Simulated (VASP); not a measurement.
# PbS (Fm-3m) in VASP: a series of runs

The runs below take PbS through single point, with LDA, PBE, PBEsol.

Everything below comes from runs of VASP 6.6.1. Logs are shortened: lines on timing, memory, paths and dates and some standing lists are left out, and cuts for length are marked.

**1. The cell of the first run**

The structure is cubic, space group Fm-3m (No. 225). Conventional cell: a = 6.065 Å, b = 6.065 Å, c = 6.065 Å, α = 90.00°, β = 90.00°, γ = 90.00°. Pb (site symmetry m-3m) has 6 S at 3.03 Å within 4.0 Å. Within 4.0 Å of S (site symmetry m-3m) lie 6 Pb at 3.03 Å.

**2. Single point, LDA**

INCAR

```
ALGO = Normal
EDIFF = 1E-6
ENCUT = 520
GGA = CA
ISIF = 2
ISMEAR = -1
LASPH = T
LCHARG = F
LREAL = F
LWAVE = F
NBANDS = 17
NELM = 60
PREC = Accurate
SIGMA = 0.06
```

KPOINTS

```
k-points
0
Gamma
  8 8 8
```

POSCAR

```
PbS
1.0
    0.0000000000      3.0326290000      3.0326290000
    3.0326290000      0.0000000000      3.0326290000
    3.0326290000      3.0326290000      0.0000000000
Pb S
1 1
Direct
    0.0000000000      0.0000000000      0.0000000000
    0.5000000000      0.5000000000      0.5000000000
```

Potentials or basis: VASP PAW LDA potentials, release 64 (Pb_d, S).

Launch:

```console
$ cat potpaw_LDA.64/Pb_d/POTCAR potpaw_LDA.64/S/POTCAR > POTCAR
$ mpirun -np 1 vasp_std > vasp.out
```

OUTCAR:

```text
EDIFF = 1E-6
   ENCUT = 520
   GGA = CA
   ISIF = 2
   ISMEAR = -1
   LASPH = T
   LREAL = F
   NELM = 60
   PREC = Accurate

 ion  position               nearest neighbor table
   1  0.000  0.000  0.000-   2 3.03   2 3.03   2 3.03   2 3.03   2 3.03   2 3.03
   2  0.500  0.500  0.500-   1 3.03   1 3.03   1 3.03   1 3.03   1 3.03   1 3.03

  LATTYP: Found a face centered cubic cell.
 ALAT       =     6.0652580000

  Lattice vectors:

 A1 = (   0.0000000000,   3.0326290000,   3.0326290000)
 A2 = (   3.0326290000,   0.0000000000,   3.0326290000)
 A3 = (   3.0326290000,   3.0326290000,   0.0000000000)

Analysis of symmetry for initial positions (statically):
=====================================================================
 Subroutine PRICEL returns:
 Original cell was already a primitive cell.

 Routine SETGRP: Setting up the symmetry group for a
 face centered cubic supercell.

 Subroutine GETGRP returns: Found 48 space group operations
 (whereof 48 operations were pure point group operations)
 out of a pool of 48 trial point group operations.

The static configuration has the point symmetry O_h .

Analysis of symmetry for dynamics (positions and initial velocities):
=====================================================================
 Subroutine PRICEL returns:
 Original cell was already a primitive cell.

 Routine SETGRP: Setting up the symmetry group for a
 face centered cubic supercell.

 Subroutine GETGRP returns: Found 48 space group operations
 (whereof 48 operations were pure point group operations)
 out of a pool of 48 trial point group operations.

The dynamic configuration has the point symmetry O_h .

 Subroutine INISYM returns: Found 48 space group operations
 (whereof 48 operations are pure point group operations),
 and found     1 'primitive' translations

----------------------------------------------------------------------------------------

                                     Primitive cell

  volume of cell :      55.7812

  direct lattice vectors                    reciprocal lattice vectors
     0.000000000  3.032629000  3.032629000    -0.164873448  0.164873448  0.164873448
     3.032629000  0.000000000  3.032629000     0.164873448 -0.164873448  0.164873448
     3.032629000  3.032629000  0.000000000     0.164873448  0.164873448 -0.164873448

  length of vectors
     4.288785061  4.288785061  4.288785061     0.285569189  0.285569189  0.285569189

  position of ions in fractional coordinates (direct lattice)
     0.000000000  0.000000000  0.000000000
     0.500000000  0.500000000  0.500000000

  ion indices of the primitive-cell ions
   primitive index   ion index
                 1           1
                 2           2

----------------------------------------------------------------------------------------

 KPOINTS: k-points

Automatic generation of k-mesh.
 Grid dimensions read from file:
 generate k-points for:    8    8    8

 Generating k-lattice:

  Cartesian coordinates                     Fractional coordinates (reciprocal lattice)
    -0.020609181  0.020609181  0.020609181     0.125000000  0.000000000  0.000000000
     0.020609181 -0.020609181  0.020609181     0.000000000  0.125000000  0.000000000
     0.020609181  0.020609181 -0.020609181     0.000000000  0.000000000  0.125000000

  Length of vectors
     0.035696149  0.035696149  0.035696149

  Shift w.r.t. Gamma in fractional coordinates (k-lattice)
     0.000000000  0.000000000  0.000000000

 Subroutine IBZKPT returns following result:
 ===========================================

 Found     29 irreducible k-points:

 Following reciprocal coordinates:
            Coordinates               Weight
  0.000000  0.000000  0.000000      1.000000
  0.125000  0.000000  0.000000      8.000000
  0.250000  0.000000  0.000000      8.000000
  0.375000  0.000000  0.000000      8.000000
  0.500000  0.000000  0.000000      4.000000
  0.125000  0.125000  0.000000      6.000000
[... 16 lines left out ...]
  0.500000  0.250000  0.125000     48.000000
 -0.375000  0.250000  0.125000     24.000000
 [... further k-points ...]
   k-points           NKPTS =     29   k-points in BZ     NKDIM =     29   number of bands    NBANDS=     17
   number of dos      NEDOS =    301   number of ions     NIONS =      2
   total plane-waves  NPLWV =  32768
   dimension x,y,z NGX =    32 NGY =   32 NGZ =   32
   dimension x,y,z NGXF=    64 NGYF=   64 NGZF=   64
   ions per type =               1   1
   NGX,Y,Z   is equivalent  to a cutoff of  12.40, 12.40, 12.40 a.u.
   NGXF,Y,Z  is equivalent  to a cutoff of  24.81, 24.81, 24.81 a.u.
 SYSTEM =  unknown system
   PREC   = accura    normal or accurate (medium, high low for compatibility)
   ISTART =      0    job   : 0-new  1-cont  2-samecut
   ICHARG =      2    charge: 1-file 2-atom 10-const
   ISPIN  =      1    spin polarized calculation?
   LNONCOLLINEAR =      F non collinear calculations
   LSORBIT =      F    spin-orbit coupling
   LASPH  =      T    aspherical Exc in radial PAW
   ENCUT  =  520.0 eV  38.22 Ry    6.18 a.u.   7.97  7.97  7.97*2*pi/ulx,y,z
   NELM   =     60;   NELMIN=  2; NELMDL= -5     # of ELM steps
   EDIFF  = 0.1E-05   stopping-criterion for ELM
   LREAL  =      F    real-space projection
   EDIFFG = 0.1E-04   stopping-criterion for IOM
   NSW    =      0    number of steps for IOM
   IBRION =     -1    ionic relax: 0-MD 1-quasi-New 2-CG
   NFREE  =      0    steps in history (QN), initial steepest desc. (CG)
   ISIF   =      2    stress and relaxation
   ISYM   =      2    0-nonsym 1-usesym 2-fastsym
   POTIM  = 0.5000    time-step for ionic-motion
   TEBEG  =    0.0;   TEEND  =   0.0 temperature during run
   PSTRESS=    0.0 pullay stress
   NELECT =      20.0000    total number of electrons
   NUPDOWN=      -1.0000    fix difference up-down
   EMIN   =  10.00;   EMAX   =-10.00  energy-range for DOS
   EFERMI =   0.00;   METHOD = LEGACY
   ISMEAR =    -1;   SIGMA  =   0.06  broadening in eV -4-tet -1-fermi 0-gaus
   EFERMI_NEDOS =   21; number of points for ismear=-14 and -15
   IALGO  =     38    algorithm
   IMIX   =      4    mixing-type and parameters
     AMIX     =   0.40;   BMIX     =  1.00
     AMIX_MAG =   1.60;   BMIX_MAG =  1.00
  volume/ion in A,a.u.               =      27.89       188.22
  Fermi-wavevector in a.u.,A,eV,Ry     =   1.163025  2.197798 18.403595  1.352626
  Thomas-Fermi vector in A             =   2.299579
   LORBIT       =      0    0 simple, 1 ext, 2 COOP (PROOUT), +10 PAW based schemes
   GGA     = CA    functional components
   LHFCALC =     F    Hartree Fock is set to
   AEXX    =    0.0000 exact exchange contribution
   IVDW    =     0    specifies the selected vdW correction
   LEPSILON=     F    determine dielectric tensor
   LRPA    =     F    only Hartree local field effects (RPA)
 non-spin polarized calculation
  energy-cutoff  :      520.00
  volume of cell :       55.78
 maximum number of plane-waves:      1524
   NGX = 15   NGY = 15   NGZ = 15

 number of electron      20.0000006 magnetization

 Free energy of the ion-electron system (eV)
  ---------------------------------------------------
  ext. energy  EPLUGINS =         0.00000000
  ---------------------------------------------------
  free energy    TOTEN  =        -9.88942990 eV

  energy without entropy =       -9.88918647  energy(sigma->0) =       -9.88930818

 E-fermi :   4.8919     XC(G=0):  -9.7275

 val. band max:        4.6796082613   @ k =   0.5000   0.0000   0.0000
 cond. band min:       5.1038281981   @ k =   0.5000   0.0000   0.0000
 fundamental gap:      0.4242199368
 Fermi energy:         4.8918613438

 k-point     1 :       0.0000    0.0000    0.0000
  band No.  band energies     occupation
      1     -11.9359      2.00000
      2     -11.9359      2.00000
      3     -11.9359      2.00000
      4     -11.9250      2.00000
      5     -11.9250      2.00000
      6      -8.2523      2.00000
[... 9 lines left out ...]
     16      11.5370      0.00000
     17      13.3498      0.00000

 k-point     2 :       0.1250    0.0000    0.0000
  band No.  band energies     occupation
      1     -11.9352      2.00000
      2     -11.9338      2.00000
      3     -11.9338      2.00000
      4     -11.9251      2.00000
      5     -11.9251      2.00000
      6      -8.1300      2.00000
[... 9 lines left out ...]
     16      11.8801      0.00000
     17      14.3751      0.00000

 k-point     3 :       0.2500    0.0000    0.0000
  band No.  band energies     occupation
      1     -11.9391      2.00000
      2     -11.9391      2.00000
      3     -11.9338      2.00000
      4     -11.9151      2.00000
      5     -11.9151      2.00000
      6      -7.7917      2.00000
[... 9 lines left out ...]
     16      12.7102      0.00000
     17      16.1286      0.00000

 k-point     4 :       0.3750    0.0000    0.0000
  band No.  band energies     occupation
      1     -11.9467      2.00000
      2     -11.9467      2.00000
      3     -11.9327      2.00000
      4     -11.9027      2.00000
      5     -11.9027      2.00000
      6      -7.3567      2.00000
[... 9 lines left out ...]
     16      13.9236      0.00000
     17      16.1140      0.00000

 k-point     5 :       0.5000    0.0000    0.0000
  band No.  band energies     occupation
      1     -11.9499      2.00000
      2     -11.9499      2.00000
      3     -11.9323      2.00000
      4     -11.8975      2.00000
      5     -11.8975      2.00000
      6      -7.1250      2.00000
[... 9 lines left out ...]
     16      14.9193      0.00000
     17      15.0418      0.00000

 k-point     6 :       0.1250    0.1250    0.0000
  band No.  band energies     occupation
      1     -11.9388      2.00000
      2     -11.9340      2.00000
      3     -11.9291      2.00000
      4     -11.9291      2.00000
      5     -11.9220      2.00000
      6      -8.0881      2.00000
[... 9 lines left out ...]
     16      12.5542      0.00000
     17      13.8143      0.00000
[... 281 lines left out ...]
 k-point    21 :       0.5000    0.5000    0.0000
  band No.  band energies     occupation
      1     -12.0337      2.00000
      2     -11.9558      2.00000
      3     -11.9045      2.00000
      4     -11.8875      2.00000
      5     -11.8875      2.00000
      6      -6.7938      2.00000
[... 9 lines left out ...]
     16      16.5217      0.00000
     17      17.0506      0.00000

 k-point    22 :       0.3750    0.2500    0.1250
  band No.  band energies     occupation
      1     -11.9593      2.00000
      2     -11.9386      2.00000
      3     -11.9289      2.00000
      4     -11.9128      2.00000
      5     -11.9059      2.00000
      6      -7.5093      2.00000
[... 9 lines left out ...]
     16      14.4084      0.00000
     17      14.8389      0.00000

 k-point    23 :       0.5000    0.2500    0.1250
  band No.  band energies     occupation
      1     -11.9700      2.00000
      2     -11.9348      2.00000
      3     -11.9300      2.00000
      4     -11.9086      2.00000
      5     -11.9001      2.00000
      6      -7.1313      2.00000
[... 9 lines left out ...]
     16      14.8674      0.00000
     17      15.8166      0.00000

 k-point    24 :      -0.3750    0.2500    0.1250
  band No.  band energies     occupation
      1     -11.9740      2.00000
      2     -11.9370      2.00000
      3     -11.9229      2.00000
      4     -11.9124      2.00000
      5     -11.8964      2.00000
      6      -6.9426      2.00000
[... 9 lines left out ...]
     16      15.6140      0.00000
     17      15.6935      0.00000

 [... further k-points ...]
[... 5 lines left out ...]
  --------------------------------------------------------------------------------------
  -------------------------------------------------------------------------------------
  Total       -1.9658501     -1.9658501     -1.9658501      0.0000000      0.0000000      0.0000000
  in kB      -56.4641948    -56.4641948    -56.4641948      0.0000000      0.0000000      0.0000000
  external PRESSURE =     -56.4641948 kB  Pullay stress =       0.0000000 kB

 VOLUME and BASIS-vectors are now :
 -----------------------------------------------------------------------------
  energy-cutoff  :      520.00
  volume of cell :       55.78
      direct lattice vectors                 reciprocal lattice vectors
     0.000000000  3.032629000  3.032629000    -0.164873448  0.164873448  0.164873448
     3.032629000  0.000000000  3.032629000     0.164873448 -0.164873448  0.164873448
     3.032629000  3.032629000  0.000000000     0.164873448  0.164873448 -0.164873448

 POSITION                                       TOTAL-FORCE (eV/Angst)
 -----------------------------------------------------------------------------------
      0.00000      0.00000      0.00000         0.000000      0.000000      0.000000
      3.03263      3.03263      3.03263        -0.000000     -0.000000     -0.000000
 -----------------------------------------------------------------------------------
    total drift:                                0.000000     -0.000000     -0.000000

  FREE ENERGIE OF THE ION-ELECTRON SYSTEM (eV)
  ---------------------------------------------------
  free  energy   TOTEN  =        -9.8894298983 eV

  energy  without entropy=       -9.8891864664  energy(sigma->0) =       -9.88930818
```

Wall time 9.9 s (1 thread of Intel Xeon Platinum 8488C (Sapphire Rapids), shared host); peak memory 0.16 GiB.

Results:

* Free energy: -9.8894 eV
* Pressure: -5.6 GPa
* Band gap on the k mesh: 0.42 eV, direct

Levels at points of the mesh, in eV from the valence-band top:
```csv
k point,band 6,band 7,band 8,band 9,band 10,band 11,band 12,band 13,band 14,band 15
"(0.00, 0.00, 0.00)",-12.93,-6.14,-1.78,-1.78,-1.78,4.93,4.93,4.93,6.86,6.86
"(0.50, 0.00, 0.00)",-11.80,-8.50,-1.43,-1.43,0.00,0.42,2.02,2.02,8.44,10.24
"(0.50, 0.50, 0.00)",-11.47,-7.13,-4.64,-2.98,-2.98,4.06,5.30,5.37,5.37,11.18
```

Caveat: spin-orbit coupling is left out, which moves the levels of the heavy elements. A k mesh can miss the band edges.

**3. Single point, PBE**

INCAR

```
SYSTEM = PbS
PREC = Accurate
ENCUT = 520
EDIFF = 1E-6
ISMEAR = -1
SIGMA = 0.06
LREAL = .False.
LASPH = .True.
NELM = 100
ALGO = Normal
ISIF = 2
LWAVE = .False.
LCHARG = .True.
GGA = PE
LELF = .True.
LVHAR = .True.
NBANDS = 17
```

KPOINTS

```
Automatic mesh
0
Gamma
  8 8 8
  0 0 0
```

POSCAR is that of step 2.

Potentials or basis: VASP PAW PBE potentials, release 64 (Pb_d, S).

Launch:

```console
$ cat potpaw_PBE.64/Pb_d/POTCAR potpaw_PBE.64/S/POTCAR > POTCAR
$ mpirun -np 1 vasp_std > vasp.out
```

It took 14 s on 1 thread of Intel Xeon Platinum 8488C (Sapphire Rapids), shared host; peak memory 0.18 GiB.

The run converged. Its results:

| Quantity | Value |
| --- | --- |
| Free energy | -8.7630 eV |
| Pressure | -1.5 GPa |
| Band gap on the k mesh | 0.59 eV, direct |

Levels at points of the mesh, in eV from the valence-band top:
| k point | band 8 | band 9 | band 10 | band 11 | band 12 | band 13 |
| --- | --- | --- | --- | --- | --- | --- |
| (0.00, 0.00, 0.00) | -1.79 | -1.79 | -1.79 | 5.07 | 5.07 | 5.07 |
| (0.50, 0.00, 0.00) | -1.45 | -1.45 | 0.00 | 0.59 | 2.16 | 2.16 |
| (0.50, 0.50, 0.00) | -4.58 | -2.96 | -2.96 | 4.21 | 5.41 | 5.49 |

Caveat: spin-orbit coupling is left out, which moves the levels of the heavy elements. A k mesh can miss the band edges.

(Part 1 of 2 ends here.)
